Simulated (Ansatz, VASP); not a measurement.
## One calculation of PbS, two programs

```
CELL_PARAMETERS angstrom
0.00000 3.02315 3.02315
3.02315 0.00000 3.02315
3.02315 3.02315 0.00000
ATOMIC_POSITIONS crystal
Pb 0.00000 0.00000 0.00000
S 0.50000 0.50000 0.50000
```

Change from the starting cell: volume scaled by 1.06, crystal datasets.

Alike in both runs: task electric field gradients; functional LDA; k mesh 7 × 7 × 7; occupations fermi-dirac, width 0.01 eV; no spin polarisation.

|  | VASP | Ansatz |
| --- | --- | --- |
| version | VASP 6.6.1 | Ansatz 0.2.0 |
| potentials or method | VASP PAW LDA potentials, release 64 (Pb_d, S), cutoff 520 eV | all-electron PAW with datasets made for the crystal, scalar-relativistic |

|  | VASP | Ansatz | Ansatz less VASP |
| --- | --- | --- | --- |
| pressure (GPa) | -5.3 | -5.3 | -0.02 |

LDA's correlation is that of Perdew and Zunger in VASP and of Perdew and Wang (1992) in Ansatz. Ansatz ran all-electron here, and VASP with PAW potentials.

Spin-orbit coupling is off throughout.
